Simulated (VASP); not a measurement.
Input of a VASP 6.6.1 run:

Contents of INCAR:

```
SYSTEM = Co
PREC = Accurate
ENCUT = 520
EDIFF = 1E-6
ISMEAR = 0
SIGMA = 0.15
LREAL = .FALSE.
LASPH = .TRUE.
NELM = 150
ALGO = Fast
ISIF = 2
LWAVE = .FALSE.
LCHARG = .TRUE.
ISPIN = 2
MAGMOM = 1.86 1.86
LORBIT = 11
LMAXMIX = 4
GGA = PE
LELF = .TRUE.
LVHAR = .TRUE.
NBANDS = 20
```

The input KPOINTS:

```
Automatic mesh
0
G
  21 21 12
  0 0 0
```

The input POSCAR:

```
Co
1.0
    2.4684000000      0.0000000000      0.0000000000
   -1.2342000000      2.1376971067      0.0000000000
    0.0000000000      0.0000000000      4.0322612623
Co
2
Direct
    0.3333333333      0.6666666667      0.2500000000
    0.6666666667      0.3333333333      0.7500000000
```

Potentials or basis: VASP PAW PBE potentials, release 64 (Co).

Command:

```bash
$ cat potpaw_PBE.64/Co/POTCAR > POTCAR
$ mpirun -np 1 vasp_std > vasp.out
```

**Question.** What does it give for the net moment?

**Answer.** 3.17 μB per cell.

**Question.** Predict the pressure.

**Answer.** 3.7 GPa.

Stress tensor (GPa, compression positive):
```
4.77 0.00 0.00
0.00 4.77 0.00
0.00 0.00 1.58
```
